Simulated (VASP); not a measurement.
# TiB (F-43m) in VASP: a series of runs, part 3 of 3

VASP 6.6.1. The steps go on from the part before.

### Step 5. Single point, PBEsol

This run uses another cell than the first one, of 14.77 Å³/atom.

File INCAR:

```
ALGO = Normal
EDIFF = 1E-6
ENCUT = 500
GGA = PS
GGA_COMPAT = False
ISIF = 2
ISMEAR = -1
LASPH = True
LCHARG = False
LREAL = False
LWAVE = False
NBANDS = 14
NELM = 120
PREC = Accurate
SIGMA = 0.05
```

File KPOINTS:

```
k-points
0
Gamma
  10 10 10
```

File POSCAR:

```
TiB
1.0
    0.0000000000      2.4535987764      2.4535987764
    2.4535987764      0.0000000000      2.4535987764
    2.4535987764      2.4535987764      0.0000000000
Ti B
1 1
Direct
    0.0000000000      0.0000000000      0.0000000000
    0.2500000000      0.2500000000      0.2500000000
```

Potentials or basis: VASP PAW PBE potentials, release 64 (Ti_sv, B).

Started as:

```sh
$ cat potpaw_PBE.64/Ti_sv/POTCAR potpaw_PBE.64/B/POTCAR > POTCAR
$ mpirun -np 1 vasp_std > vasp.out
```

OUTCAR:

```text
EDIFF = 1E-6
   ENCUT = 500
   GGA = PS
   ISIF = 2
   ISMEAR = -1
   LASPH = True
   LREAL = False
   NELM = 120
   PREC = Accurate

 ion  position               nearest neighbor table
   1  0.000  0.000  0.000-   2 2.12   2 2.12   2 2.12   2 2.12
   2  0.250  0.250  0.250-   1 2.12   1 2.12   1 2.12   1 2.12

  LATTYP: Found a face centered cubic cell.
 ALAT       =     4.9071975528

  Lattice vectors:

 A1 = (   0.0000000000,   2.4535987764,   2.4535987764)
 A2 = (   2.4535987764,   0.0000000000,   2.4535987764)
 A3 = (   2.4535987764,   2.4535987764,   0.0000000000)

Analysis of symmetry for initial positions (statically):
=====================================================================
 Subroutine PRICEL returns:
 Original cell was already a primitive cell.

 Routine SETGRP: Setting up the symmetry group for a
 face centered cubic supercell.

 Subroutine GETGRP returns: Found 24 space group operations
 (whereof 24 operations were pure point group operations)
 out of a pool of 48 trial point group operations.

The static configuration has the point symmetry T_d .

Analysis of symmetry for dynamics (positions and initial velocities):
=====================================================================
 Subroutine PRICEL returns:
 Original cell was already a primitive cell.

 Routine SETGRP: Setting up the symmetry group for a
 face centered cubic supercell.

 Subroutine GETGRP returns: Found 24 space group operations
 (whereof 24 operations were pure point group operations)
 out of a pool of 48 trial point group operations.

The dynamic configuration has the point symmetry T_d .

 Subroutine INISYM returns: Found 24 space group operations
 (whereof 24 operations are pure point group operations),
 and found     1 'primitive' translations

----------------------------------------------------------------------------------------

                                     Primitive cell

  volume of cell :      29.5421

  direct lattice vectors                    reciprocal lattice vectors
     0.000000000  2.453598776  2.453598776    -0.203782299  0.203782299  0.203782299
     2.453598776  0.000000000  2.453598776     0.203782299 -0.203782299  0.203782299
     2.453598776  2.453598776  0.000000000     0.203782299  0.203782299 -0.203782299

  length of vectors
     3.469912666  3.469912666  3.469912666     0.352961296  0.352961296  0.352961296

  position of ions in fractional coordinates (direct lattice)
     0.000000000  0.000000000  0.000000000
     0.250000000  0.250000000  0.250000000

  ion indices of the primitive-cell ions
   primitive index   ion index
                 1           1
                 2           2

----------------------------------------------------------------------------------------

 KPOINTS: k-points

Automatic generation of k-mesh.
 Grid dimensions read from file:
 generate k-points for:   10   10   10

 Generating k-lattice:

  Cartesian coordinates                     Fractional coordinates (reciprocal lattice)
    -0.020378230  0.020378230  0.020378230     0.100000000  0.000000000  0.000000000
[... 39 lines left out ...]
  0.400000  0.300000  0.000000     24.000000
 [... further k-points ...]
   k-points           NKPTS =     47   k-points in BZ     NKDIM =     47   number of bands    NBANDS=     14
   number of dos      NEDOS =    301   number of ions     NIONS =      2
   total plane-waves  NPLWV =  21952
   dimension x,y,z NGX =    28 NGY =   28 NGZ =   28
   dimension x,y,z NGXF=    56 NGYF=   56 NGZF=   56
   ions per type =               1   1
   NGX,Y,Z   is equivalent  to a cutoff of  13.41, 13.41, 13.41 a.u.
   NGXF,Y,Z  is equivalent  to a cutoff of  26.83, 26.83, 26.83 a.u.
 SYSTEM =  unknown system
   PREC   = accura    normal or accurate (medium, high low for compatibility)
   ISTART =      0    job   : 0-new  1-cont  2-samecut
   ICHARG =      2    charge: 1-file 2-atom 10-const
   ISPIN  =      1    spin polarized calculation?
   LNONCOLLINEAR =      F non collinear calculations
   LSORBIT =      F    spin-orbit coupling
   LASPH  =      T    aspherical Exc in radial PAW
   ENCUT  =  500.0 eV  36.75 Ry    6.06 a.u.   6.33  6.33  6.33*2*pi/ulx,y,z
   NELM   =    120;   NELMIN=  2; NELMDL= -5     # of ELM steps
   EDIFF  = 0.1E-05   stopping-criterion for ELM
   LREAL  =      F    real-space projection
   EDIFFG = 0.1E-04   stopping-criterion for IOM
   NSW    =      0    number of steps for IOM
   IBRION =     -1    ionic relax: 0-MD 1-quasi-New 2-CG
   NFREE  =      0    steps in history (QN), initial steepest desc. (CG)
   ISIF   =      2    stress and relaxation
   ISYM   =      2    0-nonsym 1-usesym 2-fastsym
   POTIM  = 0.5000    time-step for ionic-motion
   TEBEG  =    0.0;   TEEND  =   0.0 temperature during run
   PSTRESS=    0.0 pullay stress
   NELECT =      15.0000    total number of electrons
   NUPDOWN=      -1.0000    fix difference up-down
   EMIN   =  10.00;   EMAX   =-10.00  energy-range for DOS
   EFERMI =   0.00;   METHOD = LEGACY
   ISMEAR =    -1;   SIGMA  =   0.05  broadening in eV -4-tet -1-fermi 0-gaus
   EFERMI_NEDOS =   21; number of points for ismear=-14 and -15
   IALGO  =     38    algorithm
   IMIX   =      4    mixing-type and parameters
     AMIX     =   0.40;   BMIX     =  1.00
     AMIX_MAG =   1.60;   BMIX_MAG =  1.00
  volume/ion in A,a.u.               =      14.77        99.68
  Fermi-wavevector in a.u.,A,eV,Ry     =   1.306046  2.468068 23.208211  1.705755
  Thomas-Fermi vector in A             =   2.436874
   LORBIT       =      0    0 simple, 1 ext, 2 COOP (PROOUT), +10 PAW based schemes
   GGA     = PS    functional components
   LHFCALC =     F    Hartree Fock is set to
   AEXX    =    0.0000 exact exchange contribution
   IVDW    =     0    specifies the selected vdW correction
   LEPSILON=     F    determine dielectric tensor
   LRPA    =     F    only Hartree local field effects (RPA)
 non-spin polarized calculation
  energy-cutoff  :      500.00
  volume of cell :       29.54
 maximum number of plane-waves:       763
 NGX is ok and might be reduce to    28
   NGX = 13   NGY = 13   NGZ = 13

 number of electron      14.9999998 magnetization

 Free energy of the ion-electron system (eV)
  ---------------------------------------------------
  ext. energy  EPLUGINS =         0.00000000
  ---------------------------------------------------
  free energy    TOTEN  =       -13.83252280 eV

  energy without entropy =      -13.81991153  energy(sigma->0) =      -13.82621716

 E-fermi :   4.7551     XC(G=0): -10.7159

 val. band max:        4.7517988745   @ k =  -0.3000   0.3000   0.0000
 cond. band min:       4.8423344219   @ k =  -0.3000   0.3000   0.1000
 fundamental gap:      0.0905355474
 Fermi energy:         4.7550805114

 k-point     1 :       0.0000    0.0000    0.0000
  band No.  band energies     occupation
      1     -51.0944      2.00000
      2     -27.4101      2.00000
      3     -27.4101      2.00000
      4     -27.4101      2.00000
      5      -3.0528      2.00000
      6       3.7429      2.00000
      7       3.7429      2.00000
      8       3.7429      2.00000
      9       6.9468      0.00000
     10       6.9468      0.00000
     11      13.0928      0.00000
     12      13.4395      0.00000
     13      13.4395      0.00000
     14      13.4395      0.00000
[... 377 lines left out ...]
      1     -51.0790      2.00000
      2     -27.5199      2.00000
      3     -27.4577      2.00000
      4     -27.4535      2.00000
      5      -0.6990      2.00000
      6       2.3606      2.00000
      7       4.7049      1.46378
      8       4.9279      0.06120
      9       5.8465      0.00000
     10       7.5122      0.00000
     11       9.2031      0.00000
     12       9.9140      0.00000
     13      10.6927      0.00000
     14      15.0915      0.00000

 [... further k-points ...]

------------------------ aborting loop because EDIFF is reached ----------------------------------------

  FORCE on cell =-STRESS in cart. coord.  units (eV):
  Direction    XX          YY          ZZ          XY          YZ          ZX
  --------------------------------------------------------------------------------------
  -------------------------------------------------------------------------------------
  Total       -0.0037105     -0.0037105     -0.0037105      0.0000000     -0.0000000      0.0000000
  in kB       -0.2012350     -0.2012350     -0.2012350      0.0000000     -0.0000000      0.0000000
  external PRESSURE =      -0.2012350 kB  Pullay stress =       0.0000000 kB

 VOLUME and BASIS-vectors are now :
 -----------------------------------------------------------------------------
  energy-cutoff  :      500.00
  volume of cell :       29.54
      direct lattice vectors                 reciprocal lattice vectors
     0.000000000  2.453598776  2.453598776    -0.203782299  0.203782299  0.203782299
     2.453598776  0.000000000  2.453598776     0.203782299 -0.203782299  0.203782299
     2.453598776  2.453598776  0.000000000     0.203782299  0.203782299 -0.203782299

 POSITION                                       TOTAL-FORCE (eV/Angst)
 -----------------------------------------------------------------------------------
      0.00000      0.00000      0.00000        -0.000000     -0.000000     -0.000000
      1.22680      1.22680      1.22680         0.000000      0.000000      0.000000
 -----------------------------------------------------------------------------------
    total drift:                                0.000001      0.000001      0.000001

  FREE ENERGIE OF THE ION-ELECTRON SYSTEM (eV)
  ---------------------------------------------------
  free  energy   TOTEN  =       -13.8325227969 eV

  energy  without entropy=      -13.8199115265  energy(sigma->0) =      -13.82621716
```

OSZICAR:

```text
N       E                     dE             d eps       ncg     rms          rms(c)
DAV:   1     0.105907115839E+03    0.10591E+03   -0.70731E+03  1316   0.109E+03
DAV:   2    -0.105181579357E+02   -0.11643E+03   -0.11124E+03  1406   0.305E+02
DAV:   3    -0.174167417999E+02   -0.68986E+01   -0.66609E+01  1860   0.727E+01
DAV:   4    -0.176462335483E+02   -0.22949E+00   -0.22875E+00  1594   0.116E+01
DAV:   5    -0.176518226984E+02   -0.55892E-02   -0.55889E-02  1900   0.160E+00    0.140E+01
DAV:   6    -0.139949545016E+02    0.36569E+01   -0.10376E+01  1918   0.439E+01    0.453E+00
DAV:   7    -0.138233186596E+02    0.17164E+00   -0.13135E+00  1490   0.155E+01    0.265E+00
DAV:   8    -0.138288753921E+02   -0.55567E-02   -0.56652E-02  1654   0.329E+00    0.101E+00
DAV:   9    -0.138322544845E+02   -0.33791E-02   -0.19172E-02  1514   0.189E+00    0.116E-01
DAV:  10    -0.138325727915E+02   -0.31831E-03   -0.14755E-03  1670   0.322E-01    0.934E-02
DAV:  11    -0.138325524562E+02    0.20335E-04   -0.62115E-05  1614   0.607E-02    0.705E-02
DAV:  12    -0.138325242205E+02    0.28236E-04   -0.10411E-04  1538   0.135E-01    0.176E-02
DAV:  13    -0.138325227268E+02    0.14938E-05   -0.58920E-06  1394   0.326E-02    0.622E-03
DAV:  14    -0.138325227969E+02   -0.70121E-07   -0.58320E-07   748   0.773E-03
   1 F= -.13832523E+02 E0= -.13826217E+02  d E =-.126113E-01
```

It took 41 s on 1 thread of Intel Xeon 8259CL, shared host; peak memory 0.16 GiB.

Results:

```
Free energy            : -13.8325 eV
Pressure               : 0.0 GPa
Band gap on the k mesh : zero (an odd number of electrons rules out a gap without spin polarisation)
```

Levels at points of the mesh, in eV from the Fermi level:
| k point | band 4 | band 5 | band 6 | band 7 | band 8 | band 9 | band 10 | band 11 | band 12 | band 13 |
| --- | --- | --- | --- | --- | --- | --- | --- | --- | --- | --- |
| (0.00, 0.00, 0.00) | -32.17 | -7.81 | -1.01 | -1.01 | -1.01 | 2.19 | 2.19 | 8.34 | 8.68 | 8.68 |
| (0.50, 0.00, 0.00) | -32.19 | -5.43 | -2.34 | -0.57 | -0.57 | 2.62 | 2.62 | 3.34 | 6.57 | 6.57 |
| (0.50, 0.50, 0.00) | -32.22 | -4.59 | -2.90 | 0.64 | 0.92 | 0.92 | 2.92 | 3.88 | 3.88 | 4.10 |

Caveat: the PAW data sets were made with another functional, which shifts forces and pressure a little.

### Step 6. Relaxation of cell and atoms, PBEsol

This run uses another cell than the first one, of 9.26 Å³/atom.

File INCAR:

```
SYSTEM = TiB
ALGO = Normal
EDIFF = 1E-7
EDIFFG = -0.01
ENCUT = 500
GGA = PS
GGA_COMPAT = .False.
IBRION = 2
ISIF = 3
ISMEAR = -1
LASPH = .True.
LCHARG = .False.
LREAL = .False.
LWAVE = .False.
NELM = 120
NELMIN = 4
NSW = 80
PREC = Accurate
SIGMA = 0.05
```

File KPOINTS:

```
k-points
0
Gamma
  10 10 10
  0 0 0
```

File POSCAR:

```
TiB
1.0
    0.0000000000      2.1000000000      2.1000000000
    2.1000000000      0.0000000000      2.1000000000
    2.1000000000      2.1000000000      0.0000000000
Ti B
1 1
Direct
    0.0000000000      0.0000000000      0.0000000000
    0.2500000000      0.2500000000      0.2500000000
```

Potentials or basis: VASP PAW PBE potentials, release 64 (Ti_sv, B).

Started as:

```sh
$ cat potpaw_PBE.64/Ti_sv/POTCAR potpaw_PBE.64/B/POTCAR > POTCAR
$ mpirun -np 1 vasp_std > vasp.out
```

Wall time 55 s (1 thread of Intel Xeon 8259CL, shared host); peak memory 0.14 GiB.

Results (log left out):

```
Free energy                           : -13.8017 eV
Relaxed volume                        : 14.70 Å³/atom
Relaxed cell                          : a = 3.465 Å, b = 3.465 Å, c = 3.465 Å, α = 60.00°, β = 60.00°, γ = 60.00°
Space group after relaxing (to 0.1 Å) : F-43m (No. 216)
Energy gained by relaxing             : 1360.3 meV/atom
Ionic steps                           : 4
Pressure after relaxing               : 0.0 GPa
Band gap on the k mesh                : zero (an odd number of electrons rules out a gap without spin polarisation)
```

The path:
```
step  energy change (eV)  largest force (eV/Å)  pressure (GPa)  volume (Å³)
   1              0.0000                0.0000          112.74        18.52
   2             -1.6710                0.0000          -20.19        42.06
   3             -2.7198                0.0000           -0.89        29.66
   4             -2.7205                0.0000            0.04        29.40
```

Final structure:
```xyz
2
Lattice="0.0000 2.4498 2.4498 2.4498 0.0000 2.4498 2.4498 2.4498 0.0000" Properties=species:S:1:pos:R:3 pbc="T T T"
Ti    0.0000    0.0000    0.0000
B     1.2249    1.2249    1.2249
```

Levels at points of the mesh, in eV from the Fermi level:
| k point | band 5 | band 6 | band 7 | band 8 | band 9 | band 10 | band 11 |
| --- | --- | --- | --- | --- | --- | --- | --- |
| (0.00, 0.00, 0.00) | -7.80 | -1.02 | -1.02 | -1.02 | 2.20 | 2.20 | 8.37 |
| (0.50, 0.00, 0.00) | -5.43 | -2.34 | -0.58 | -0.58 | 2.63 | 2.63 | 3.37 |
| (0.50, 0.50, 0.00) | -4.59 | -2.91 | 0.64 | 0.92 | 0.92 | 2.94 | 3.90 |

Caveat: the volume moved by over 15 % at a fixed basis, so the end points are rough; the PAW data sets were made with another functional, which shifts forces and pressure a little.

### Step 7. Overview

| task | cell | k mesh | gap on the mesh (eV) | pressure (GPa) |
| --- | --- | --- | --- | --- |
| single point | a = 3.452 Å, angles 60.0°, 2 atoms | 9 × 9 × 9 | none | 1.6 |
| single point | a = 3.470 Å, angles 60.0°, 2 atoms | 9 × 9 × 9 | none | 0.0 |
| single point | a = 3.487 Å, angles 60.0°, 2 atoms | 9 × 9 × 9 | none | -1.6 |
| single point | a = 3.470 Å, angles 60.0°, 2 atoms | 10 × 10 × 10 | none | 0.0 |
| relaxation of cell and atoms | relaxed from a = 2.970 Å, angles 60.0°, 2 atoms | 10 × 10 × 10 | none | 0.0 |

Alike in all rows: level PBEsol; potentials or basis VASP PAW PBE potentials, release 64 (Ti_sv, B); no spin polarisation; cutoff (eV) 500; smearing fermi-dirac 0.05 eV.

Caveats: the PAW data sets were made with another functional, which shifts forces and pressure a little; the volume moved by over 15 % at a fixed basis, so the end points are rough (at least some runs).

Total energies depend on the potentials used, so only differences within one code and one set of settings carry meaning.
